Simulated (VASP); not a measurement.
# Zr3O (P6_322) in VASP: further runs

The runs below take Zr3O through single point, with PBEsol.

Program: VASP 6.6.1. These are calculated values, not measurements. Logs are shortened: lines on timing, memory, paths and dates and some standing lists are left out, and cuts for length are marked.

## Step 1: The cell of the first run

The structure is hexagonal, space group P6_322 (No. 182). The conventional cell has a = 5.583 Å, b = 5.583 Å, c = 5.156 Å, α = 90.00°, β = 90.00°, γ = 120.00°. Within 3.0 Å of Zr (site symmetry 2) lie 2 O at 2.25 Å. O (site symmetry 32) has 6 Zr at 2.25 Å within 3.0 Å.

## Step 2: Single point, PBEsol

Contents of INCAR:

```
PREC = Accurate
ENCUT = 520
EDIFF = 1E-6
ISMEAR = 0
SIGMA = 0.1
LREAL = F
LASPH = T
NELM = 60
ALGO = Normal
ISIF = 2
LWAVE = F
LCHARG = F
GGA = PS
NBANDS = 52
```

Contents of KPOINTS:

```
regular mesh
0
Gamma
  6 6 8
```

Contents of POSCAR:

```
Zr3O
1.0
    5.5833920695      0.0000000000      0.0000000000
   -2.7916960348      4.8353593715      0.0000000000
    0.0000000000      0.0000000000      5.1559330909
Zr O
6 2
Direct
    0.3393912918      0.0000000000      0.0000000000
    0.3393912918      0.3393912918      0.5000000000
    0.0000000000      0.3393912918      0.0000000000
    0.6606087082      0.0000000000      0.5000000000
    0.6606087082      0.6606087082      0.0000000000
    0.0000000000      0.6606087082      0.5000000000
    0.3333333333      0.6666666667      0.2500000000
    0.6666666667      0.3333333333      0.7500000000
```

Potentials or basis: VASP PAW PBE potentials, release 64 (Zr_sv, O).

The run is started by

```sh
cat potpaw_PBE.64/Zr_sv/POTCAR potpaw_PBE.64/O/POTCAR > POTCAR
mpirun -np 1 vasp_std > vasp.out
```

OUTCAR:

```text
PREC = Accurate
   ENCUT = 520
   EDIFF = 1E-6
   ISMEAR = 0
   LREAL = F
   LASPH = T
   NELM = 60
   ISIF = 2
   GGA = PS

 ion  position               nearest neighbor table
   1  0.339  0.000  0.000-   7 2.25   8 2.25   4 3.14   4 3.14   3 3.19   3 3.19   5 3.19   5 3.19
                             6 3.20   6 3.20   2 3.20   2 3.20   5 3.28   3 3.28
   2  0.339  0.339  0.500-   8 2.25   7 2.25   5 3.14   5 3.14   6 3.19   4 3.19   6 3.19   4 3.19
                             3 3.20   3 3.20   1 3.20   1 3.20   4 3.28   6 3.28
   3  0.000  0.339  0.000-   8 2.25   7 2.25   6 3.14   6 3.14   1 3.19   5 3.19   1 3.19   5 3.19
                             4 3.20   4 3.20   2 3.20   2 3.20   5 3.28   1 3.28
   4  0.661  0.000  0.500-   8 2.25   7 2.25   1 3.14   1 3.14   6 3.19   6 3.19   2 3.19   2 3.19
                             3 3.20   3 3.20   5 3.20   5 3.20   2 3.28   6 3.28
   5  0.661  0.661  0.000-   7 2.25   8 2.25   2 3.14   2 3.14   3 3.19   1 3.19   3 3.19   1 3.19
                             6 3.20   6 3.20   4 3.20   4 3.20   1 3.28   3 3.28
   6  0.000  0.661  0.500-   7 2.25   8 2.25   3 3.14   3 3.14   4 3.19   2 3.19   4 3.19   2 3.19
                             1 3.20   1 3.20   5 3.20   5 3.20   2 3.28   4 3.28
   7  0.333  0.667  0.250-   6 2.25   1 2.25   3 2.25   4 2.25   5 2.25   2 2.25
   8  0.667  0.333  0.750-   3 2.25   4 2.25   6 2.25   1 2.25   2 2.25   5 2.25

  LATTYP: Found a hexagonal cell.
 ALAT       =     5.5833920695
 C/A-ratio  =     0.9234409883

  Lattice vectors:

 A1 = (   5.5833920695,   0.0000000000,   0.0000000000)
 A2 = (  -2.7916960348,   4.8353593715,   0.0000000000)
 A3 = (   0.0000000000,   0.0000000000,   5.1559330909)

Analysis of symmetry for initial positions (statically):
=====================================================================
 Subroutine PRICEL returns:
 Original cell was already a primitive cell.

 Routine SETGRP: Setting up the symmetry group for a
 hexagonal supercell.

 Subroutine GETGRP returns: Found 12 space group operations
 (whereof  6 operations were pure point group operations)
 out of a pool of 24 trial point group operations.

The static configuration has the point symmetry D_3 .
 The point group associated with its full space group is D_6 .

Analysis of symmetry for dynamics (positions and initial velocities):
=====================================================================
 Subroutine PRICEL returns:
 Original cell was already a primitive cell.

 Routine SETGRP: Setting up the symmetry group for a
 hexagonal supercell.

 Subroutine GETGRP returns: Found 12 space group operations
 (whereof  6 operations were pure point group operations)
 out of a pool of 24 trial point group operations.

The dynamic configuration has the point symmetry D_3 .
[... 117 lines left out ...]
   NFREE  =      0    steps in history (QN), initial steepest desc. (CG)
   ISIF   =      2    stress and relaxation
   ISYM   =      2    0-nonsym 1-usesym 2-fastsym
   POTIM  = 0.5000    time-step for ionic-motion
   TEBEG  =    0.0;   TEEND  =   0.0 temperature during run
   PSTRESS=    0.0 pullay stress
   NELECT =      84.0000    total number of electrons
   NUPDOWN=      -1.0000    fix difference up-down
   EMIN   =  10.00;   EMAX   =-10.00  energy-range for DOS
   EFERMI =   0.00;   METHOD = LEGACY
   ISMEAR =     0;   SIGMA  =   0.10  broadening in eV -4-tet -1-fermi 0-gaus
   EFERMI_NEDOS =   21; number of points for ismear=-14 and -15
   IALGO  =     38    algorithm
   IMIX   =      4    mixing-type and parameters
     AMIX     =   0.40;   BMIX     =  1.00
     AMIX_MAG =   1.60;   BMIX_MAG =  1.00
  volume/ion in A,a.u.               =      17.40       117.42
  Fermi-wavevector in a.u.,A,eV,Ry     =   1.383428  2.614300 26.039821  1.913873
  Thomas-Fermi vector in A             =   2.508027
   LORBIT       =      0    0 simple, 1 ext, 2 COOP (PROOUT), +10 PAW based schemes
   GGA     = PS    functional components
   LHFCALC =     F    Hartree Fock is set to
   AEXX    =    0.0000 exact exchange contribution
   IVDW    =     0    specifies the selected vdW correction
   LEPSILON=     F    determine dielectric tensor
   LRPA    =     F    only Hartree local field effects (RPA)
 non-spin polarized calculation
 Gauss-broadening in eV      SIGMA  =   0.10
  energy-cutoff  :      520.00
  volume of cell :      139.20
 maximum number of plane-waves:      3776
 NGX is ok and might be reduce to    42
   NGX = 21   NGY = 21   NGZ = 19

 number of electron      83.9999999 magnetization

 Free energy of the ion-electron system (eV)
  ---------------------------------------------------
  ext. energy  EPLUGINS =         0.00000000
  ---------------------------------------------------
  free energy    TOTEN  =       -76.69456858 eV

  energy without entropy =      -76.66398851  energy(sigma->0) =      -76.67927855

 E-fermi :   9.7496     XC(G=0): -11.7782

 val. band max:        9.7459235687   @ k =   0.0000   0.0000   0.5000
 cond. band min:       9.7604232399   @ k =   0.3333   0.0000   0.3750
 fundamental gap:      0.0144996712
 Fermi energy:         9.7496489706

 k-point     1 :       0.0000    0.0000    0.0000
  band No.  band energies     occupation
      1     -38.9578      2.00000
      2     -38.7893      2.00000
      3     -38.7735      2.00000
      4     -38.7735      2.00000
      5     -38.7589      2.00000
      6     -38.7589      2.00000
[... 1309 lines left out ...]
     51      12.5741      0.00000
     52      12.8605      0.00000

 [... further k-points ...]
[... 5 lines left out ...]
  --------------------------------------------------------------------------------------
  -------------------------------------------------------------------------------------
  Total        0.1828815      0.1828815      0.1912363     -0.0000000     -0.0000000      0.0000000
  in kB        2.1049714      2.1049714      2.2011350     -0.0000000     -0.0000000      0.0000000
  external PRESSURE =       2.1370259 kB  Pullay stress =       0.0000000 kB

 VOLUME and BASIS-vectors are now :
 -----------------------------------------------------------------------------
  energy-cutoff  :      520.00
  volume of cell :      139.20
      direct lattice vectors                 reciprocal lattice vectors
     5.583392070  0.000000000  0.000000000     0.179102593  0.103404931  0.000000000
    -2.791696035  4.835359372  0.000000000     0.000000000  0.206809861  0.000000000
     0.000000000  0.000000000  5.155933091     0.000000000  0.000000000  0.193951314

 POSITION                                       TOTAL-FORCE (eV/Angst)
 -----------------------------------------------------------------------------------
      1.89495      0.00000      0.00000        -0.011621     -0.000000      0.000000
      0.94748      1.64108      2.57797        -0.005810     -0.010064     -0.000000
     -0.94748      1.64108      0.00000         0.005810     -0.010064     -0.000000
      3.68844      0.00000      2.57797         0.011621     -0.000000     -0.000000
      1.84422      3.19428      0.00000         0.005810      0.010064      0.000000
     -1.84422      3.19428      2.57797        -0.005810      0.010064      0.000000
     -0.00000      3.22357      1.28898         0.000000     -0.000000      0.000000
      2.79170      1.61179      3.86695         0.000000      0.000000      0.000000
 -----------------------------------------------------------------------------------
    total drift:                                0.000001     -0.000001      0.000000

  FREE ENERGIE OF THE ION-ELECTRON SYSTEM (eV)
  ---------------------------------------------------
  free  energy   TOTEN  =       -76.6945685809 eV

  energy  without entropy=      -76.6639885139  energy(sigma->0) =      -76.67927855
```

OSZICAR:

```text
N       E                     dE             d eps       ncg     rms          rms(c)
DAV:   1     0.920666383756E+03    0.92067E+03   -0.45482E+04  3640   0.164E+03
DAV:   2     0.591887995409E+01   -0.91475E+03   -0.89305E+03  4068   0.493E+02
DAV:   3    -0.754101612652E+02   -0.81329E+02   -0.79712E+02  5496   0.118E+02
DAV:   4    -0.819139103608E+02   -0.65037E+01   -0.64704E+01  5544   0.289E+01
DAV:   5    -0.822944045070E+02   -0.38049E+00   -0.38033E+00  4952   0.532E+00    0.355E+01
DAV:   6    -0.770821165424E+02    0.52123E+01   -0.24909E+01  4728   0.212E+01    0.158E+01
DAV:   7    -0.767223927995E+02    0.35972E+00   -0.36822E+00  4528   0.726E+00    0.621E+00
DAV:   8    -0.766919828798E+02    0.30410E-01   -0.38935E-01  4752   0.270E+00    0.134E+00
DAV:   9    -0.766971748438E+02   -0.51920E-02   -0.93042E-02  4680   0.142E+00    0.548E-01
DAV:  10    -0.766945860731E+02    0.25888E-02   -0.21623E-02  4848   0.558E-01    0.772E-02
DAV:  11    -0.766945758397E+02    0.10233E-04   -0.86015E-04  4544   0.128E-01    0.351E-02
DAV:  12    -0.766945692387E+02    0.66011E-05   -0.18946E-04  5288   0.529E-02    0.110E-02
DAV:  13    -0.766945687222E+02    0.51647E-06   -0.12837E-05  3816   0.142E-02    0.342E-03
DAV:  14    -0.766945685809E+02    0.14133E-06   -0.62615E-07  2424   0.368E-03
   1 F= -.76694569E+02 E0= -.76679279E+02  d E =-.305801E-01
```

Run time: 7.1 min. Hardware: 1 thread of Intel Xeon 8259CL, shared host; peak memory 0.36 GiB.

What came out:

```
Free energy            : -76.6946 eV
Pressure               : 0.2 GPa
Largest force          : 0.012 eV/Å
Band gap on the k mesh : zero (band 42 reaches 10.45 eV, above the bottom of band 43 at 9.63 eV)
```

Forces on the atoms (eV/Å):
```
Zr  -0.012  0.000  0.000
Zr  -0.006 -0.010  0.000
Zr   0.006 -0.010  0.000
Zr   0.012  0.000  0.000
Zr   0.006  0.010  0.000
Zr  -0.006  0.010  0.000
O    0.000  0.000  0.000
O    0.000  0.000  0.000
```

Caveat: the PAW data sets were made with another functional, which shifts forces and pressure a little.

## Step 3: Single point, PBEsol

This run uses another cell than the first one, of 17.44 Å³/atom, 1.002 times its volume.

Contents of INCAR:

```
SYSTEM = Zr3O
  PREC = Accurate
  ENCUT = 520
  EDIFF = 1E-6
  ISMEAR = -1
  SIGMA = 0.15
  LREAL = .FALSE.
  LASPH = .TRUE.
  NELM = 80
  ALGO = Normal
  ISIF = 2
  LWAVE = .FALSE.
  LCHARG = .FALSE.
  GGA = PS
  NBANDS = 52
```

Contents of KPOINTS:

```
Automatic mesh
0
G
  6 6 8
  0 0 0
```

Contents of POSCAR:

```
Zr3O
1.0
    5.5835012637      0.0000000000      0.0000000000
   -2.7917506319      4.8354539364      0.0000000000
    0.0000000000      0.0000000000      5.1681962456
Zr O
6 2
Direct
    0.3405924710      0.0000000000      0.0000000000
    0.3405924710      0.3405924710      0.5000000000
    0.0000000000      0.3405924710      0.0000000000
    0.6594075290      0.0000000000      0.5000000000
    0.6594075290      0.6594075290      0.0000000000
    0.0000000000      0.6594075290      0.5000000000
    0.3333333333      0.6666666667      0.2500000000
    0.6666666667      0.3333333333      0.7500000000
```

Potentials or basis: VASP PAW PBE potentials, release 64 (Zr_sv, O).

The run is started by

```sh
cat potpaw_PBE.64/Zr_sv/POTCAR potpaw_PBE.64/O/POTCAR > POTCAR
mpirun -np 1 vasp_std > vasp.out
```

It took 6.9 min on 1 thread of Intel Xeon 8259CL, shared host; peak memory 0.36 GiB.

Results (log left out):

| Item | Value |
| --- | --- |
| Free energy | -76.8895 eV |
| Pressure | 0.2 GPa |
| Largest force | 0.015 eV/Å |
| Band gap on the k mesh | zero (band 42 reaches 10.42 eV, above the bottom of band 43 at 9.59 eV) |

Forces in eV/Å, atoms in the order of the input:
```
Zr  -0.015  0.000  0.000
Zr  -0.007 -0.013  0.000
Zr   0.007 -0.013  0.000
Zr   0.015  0.000  0.000
Zr   0.007  0.013  0.000
Zr  -0.007  0.013  0.000
O    0.000  0.000  0.000
O    0.000  0.000  0.000
```

Levels at points of the mesh, in eV from the Fermi level:
| k point | band 38 | band 39 | band 40 | band 41 | band 42 | band 43 | band 44 | band 45 | band 46 | band 47 |
| --- | --- | --- | --- | --- | --- | --- | --- | --- | --- | --- |
| (0.00, 0.00, 0.00) | -1.38 | -0.99 | -0.99 | 0.15 | 0.67 | 0.67 | 0.71 | 0.85 | 0.85 | 1.31 |
| (0.50, 0.00, 0.00) | -1.48 | -1.44 | -0.95 | -0.62 | -0.37 | 0.56 | 1.09 | 1.22 | 1.34 | 1.92 |
| (0.00, 0.00, 0.50) | -1.08 | -0.22 | -0.22 | -0.04 | -0.04 | -0.01 | -0.01 | 0.02 | 0.02 | 1.60 |
| (0.50, 0.00, 0.50) | -1.12 | -0.95 | -0.95 | -0.46 | -0.46 | 0.12 | 0.12 | 1.10 | 1.10 | 1.55 |

Caveat: the PAW data sets were made with another functional, which shifts forces and pressure a little.

(Part 1 of 2 ends here.)
